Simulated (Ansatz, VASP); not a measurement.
Two plane-wave programs on SnS4

```
CELL_PARAMETERS angstrom
4.83908 0.00000 0.00000
0.00000 4.83908 0.00000
0.00000 0.00000 4.83908
ATOMIC_POSITIONS crystal
Sn 0.00000 0.00000 0.00000
S 0.29315 0.29315 0.29315
S 0.70685 0.70685 0.29315
S 0.29315 0.70685 0.70685
S 0.70685 0.29315 0.70685
```

Change from the starting cell: species swapped into the SnI4 type (P-43m, No. 215).

Alike in both runs: task relaxation of cell and atoms; functional PBE; k mesh 8 × 8 × 8; occupations gaussian, width 0.1 eV; no spin polarisation.

|  | VASP | Ansatz |
| --- | --- | --- |
| version | VASP 6.6.1 | Ansatz 0.2.0 |
| potentials or method | VASP PAW PBE potentials, release 64 (Sn_d, S), cutoff 600 eV | scalar-relativistic, plane waves, PAW |
| valence electrons in the cell | 38 | 38 |

|  | VASP | Ansatz | Ansatz less VASP |
| --- | --- | --- | --- |
| gap on the k mesh at the Fermi level, each at its own relaxed structure (eV) | none | none | - |
| relaxed volume (Å³/atom) | 22.48 | 22.47 | -0.007 |
| relaxed cell length with the largest relative difference (Å) | 4.826 | 4.825 | -0.0005 |

A gap of «none» marks a metal or a gap that the smearing closes.
